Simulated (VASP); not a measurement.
# MgI2 in VASP: single point with r2SCAN

Aim: the single point of MgI2 with r2SCAN.

Program: VASP 6.6.1. These are calculated values, not measurements. Logs are shortened: lines on timing, memory, paths and dates and some standing lists are left out, and cuts for length are marked.

**1. The cell of the first run**

The typed cell holds 3 atoms: a = 4.148 Å, b = 4.148 Å, c = 6.852 Å, α = 90.00°, β = 90.00°, γ = 120.00°.

**2. Single point, r2SCAN**

The input, POSCAR:

```
MgI2
1.0
    4.1478850000      0.0000000000      0.0000000000
   -2.0739420000      3.5921740000      0.0000000000
    0.0000000000      0.0000000000      6.8523930000
Mg I
1 2
Direct
    0.0000000000      0.0000000000      0.0000000000
    0.3333000000      0.6667000000      0.7576300000
    0.6667000000      0.3333000000      0.2423700000
```

The input, INCAR.step1:

```
PREC = Accurate
ENCUT = 520
ISMEAR = -1
SIGMA = 0.1
LREAL = F
LASPH = T
NELM = 100
NBANDS = 15
GGA = PE
ALGO = Normal
EDIFF = 1E-4
LWAVE = T
LCHARG = F
```

The input, INCAR.step2:

```
PREC = Accurate
ENCUT = 520
EDIFF = 1E-6
ISMEAR = -1
SIGMA = 0.1
LREAL = F
LASPH = T
NELM = 100
ALGO = Normal
ISIF = 2
LWAVE = F
LCHARG = F
METAGGA = R2SCAN
LMIXTAU = T
NBANDS = 15
ISTART = 1
```

The input, KPOINTS:

```
Automatic mesh
0
Gamma
  7 7 4
```

Potentials or basis: VASP PAW PBE potentials, release 64 (Mg, I).

Command:

```bash
$ cat potpaw_PBE.64/Mg/POTCAR potpaw_PBE.64/I/POTCAR > POTCAR
$ cp INCAR.step1 INCAR
$ mpirun -np 1 vasp_std > vasp.out
$ cp INCAR.step2 INCAR
$ mpirun -np 1 vasp_std > vasp.out
```

OUTCAR:

```text
PREC = Accurate
   ENCUT = 520
   EDIFF = 1E-6
   ISMEAR = -1
   LREAL = F
   LASPH = T
   NELM = 100
   ISIF = 2
   METAGGA = R2SCAN
   ISTART = 1

 ion  position               nearest neighbor table
   1  0.000  0.000  0.000-   2 2.91   3 2.91   2 2.91   3 2.91   3 2.91   2 2.91
   2  0.333  0.667  0.758-   1 2.91   1 2.91   1 2.91
   3  0.667  0.333  0.242-   1 2.91   1 2.91   1 2.91

  LATTYP: Found a hexagonal cell.
 ALAT       =     4.1478850000
 C/A-ratio  =     1.6520209697

  Lattice vectors:

 A1 = (   4.1478850000,   0.0000000000,   0.0000000000)
 A2 = (  -2.0739420000,   3.5921740000,   0.0000000000)
 A3 = (   0.0000000000,   0.0000000000,   6.8523930000)

Analysis of symmetry for initial positions (statically):
=====================================================================
 Subroutine PRICEL returns:
 Original cell was already a primitive cell.

 Routine SETGRP: Setting up the symmetry group for a
 hexagonal supercell.

 Subroutine GETGRP returns: Found  4 space group operations
 (whereof  4 operations were pure point group operations)
 out of a pool of 24 trial point group operations.

The static configuration has the point symmetry C_2h.

Analysis of symmetry for dynamics (positions and initial velocities):
=====================================================================
 Subroutine PRICEL returns:
 Original cell was already a primitive cell.

 Routine SETGRP: Setting up the symmetry group for a
 hexagonal supercell.

 Subroutine GETGRP returns: Found  4 space group operations
 (whereof  4 operations were pure point group operations)
 out of a pool of 24 trial point group operations.

The dynamic configuration has the point symmetry C_2h.

 Subroutine INISYM returns: Found  4 space group operations
 (whereof  4 operations are pure point group operations),
 and found     1 'primitive' translations

----------------------------------------------------------------------------------------

                                     Primitive cell

  volume of cell :     102.1001

  direct lattice vectors                    reciprocal lattice vectors
     4.147885000  0.000000000  0.000000000     0.241086723  0.139191442  0.000000000
    -2.073942000  3.592174000  0.000000000     0.000000000  0.278382951  0.000000000
     0.000000000  0.000000000  6.852393000     0.000000000  0.000000000  0.145934420

  length of vectors
     4.147885000  4.147884939  6.852393000     0.278382947  0.278382951  0.145934420

  position of ions in fractional coordinates (direct lattice)
     0.000000000  0.000000000  0.000000000
[... 87 lines left out ...]
   ISYM   =      2    0-nonsym 1-usesym 2-fastsym
   POTIM  = 0.5000    time-step for ionic-motion
   TEBEG  =    0.0;   TEEND  =   0.0 temperature during run
   PSTRESS=    0.0 pullay stress
   NELECT =      16.0000    total number of electrons
   NUPDOWN=      -1.0000    fix difference up-down
   EMIN   =  10.00;   EMAX   =-10.00  energy-range for DOS
   EFERMI =   0.00;   METHOD = LEGACY
   ISMEAR =    -1;   SIGMA  =   0.10  broadening in eV -4-tet -1-fermi 0-gaus
   EFERMI_NEDOS =   21; number of points for ismear=-14 and -15
   IALGO  =     38    algorithm
   IMIX   =      4    mixing-type and parameters
     AMIX     =   0.40;   BMIX     =  1.00
     AMIX_MAG =   1.60;   BMIX_MAG =  1.00
  volume/ion in A,a.u.               =      34.03       229.67
  Fermi-wavevector in a.u.,A,eV,Ry     =   0.882618  1.667906 10.599133  0.779014
  Thomas-Fermi vector in A             =   2.003274
   LORBIT       =      0    0 simple, 1 ext, 2 COOP (PROOUT), +10 PAW based schemes
   METAGGA = R2SCAN    functional components
   LHFCALC =     F    Hartree Fock is set to
   AEXX    =    0.0000 exact exchange contribution
   IVDW    =     0    specifies the selected vdW correction
   LEPSILON=     F    determine dielectric tensor
   LRPA    =     F    only Hartree local field effects (RPA)
 non-spin polarized calculation
  energy-cutoff  :      520.00
  volume of cell :      102.10
 maximum number of plane-waves:      2779
   NGX = 15   NGY = 15   NGZ = 25

 number of electron      16.0000001 magnetization

 Free energy of the ion-electron system (eV)
  ---------------------------------------------------
  ext. energy  EPLUGINS =         0.00000000
  ---------------------------------------------------
  free energy    TOTEN  =       -56.92258623 eV

  energy without entropy =      -56.92258623  energy(sigma->0) =      -56.92258623

 E-fermi :   4.1641     XC(G=0):  -8.5885

 val. band max:        2.0786848027   @ k =   0.0000   0.0000   0.0000
 cond. band min:       6.1984455873   @ k =   0.4286   0.0000   0.2500
 fundamental gap:      4.1197607846
 Fermi energy:         4.1641431361

 k-point     1 :       0.0000    0.0000    0.0000
  band No.  band energies     occupation
      1     -10.4164      2.00000
      2      -9.6458      2.00000
      3      -1.5285      2.00000
      4       1.5710      2.00000
      5       1.5710      2.00000
      6       1.9781      2.00000
      7       1.9788      2.00000
      8       2.0787      2.00000
      9       6.5911      0.00000
     10       7.4857      0.00000
     11       9.3577      0.00000
     12       9.3586      0.00000
     13      10.1733      0.00000
     14      10.8184      0.00000
[... 401 lines left out ...]
      2      -9.5295      2.00000
      3      -1.1329      2.00000
      4      -0.1651      2.00000
      5       0.2656      2.00000
      6       0.9897      2.00000
      7       1.5515      2.00000
      8       1.6628      2.00000
      9       6.7216      0.00000
     10       8.4235      0.00000
     11       9.0067      0.00000
     12      10.1786      0.00000
     13      10.3633      0.00000
     14      10.6817      0.00000
     15      11.5421      0.00000

 [... further k-points ...]
[... 5 lines left out ...]
  --------------------------------------------------------------------------------------
  -------------------------------------------------------------------------------------
  Total        0.4776433      0.4775808      0.5507061     -0.0000541      0.0006918     -0.0011982
  in kB        7.4952806      7.4943009      8.6417984     -0.0008482      0.0108562     -0.0188030
  external PRESSURE =       7.8771266 kB  Pullay stress =       0.0000000 kB

 VOLUME and BASIS-vectors are now :
 -----------------------------------------------------------------------------
  energy-cutoff  :      520.00
  volume of cell :      102.10
      direct lattice vectors                 reciprocal lattice vectors
     4.147885000  0.000000000  0.000000000     0.241086723  0.139191442  0.000000000
    -2.073942000  3.592174000  0.000000000     0.000000000  0.278382951  0.000000000
     0.000000000  0.000000000  6.852393000     0.000000000  0.000000000  0.145934420

 POSITION                                       TOTAL-FORCE (eV/Angst)
 -----------------------------------------------------------------------------------
      0.00000      0.00000      0.00000        -0.000000     -0.000000      0.000000
     -0.00021      2.39490      5.19158         0.000446     -0.000257     -0.006211
      2.07415      1.19727      1.66081        -0.000446      0.000257      0.006211
 -----------------------------------------------------------------------------------
    total drift:                               -0.000000      0.000000      0.000000

  FREE ENERGIE OF THE ION-ELECTRON SYSTEM (eV)
  ---------------------------------------------------
  free  energy   TOTEN  =       -56.9225862281 eV

  energy  without entropy=      -56.9225862275  energy(sigma->0) =      -56.92258623
```

Run time: 6.8 min. Hardware: 1 thread of AMD EPYC 7R13, shared host; peak memory 0.26 GiB.

Results:

| Item | Value |
| --- | --- |
| Free energy | -56.9226 eV |
| Pressure | 0.8 GPa |
| Largest force | 0.006 eV/Å |
| Band gap on the k mesh | 4.12 eV (least direct gap 4.51 eV) |

Forces on the atoms (eV/Å):
```
Mg   0.000  0.000  0.000
I    0.000  0.000 -0.006
I    0.000  0.000  0.006
```

Stress tensor (GPa, compression positive):
```
0.75 0.00 0.00
0.00 0.75 0.00
0.00 0.00 0.86
```

Caveat: the PAW data sets were made with another functional, which shifts forces and pressure a little; spin-orbit coupling is left out, which moves the levels of the heavy elements; an odd mesh through Γ misses points on the zone boundary, where band edges can lie.
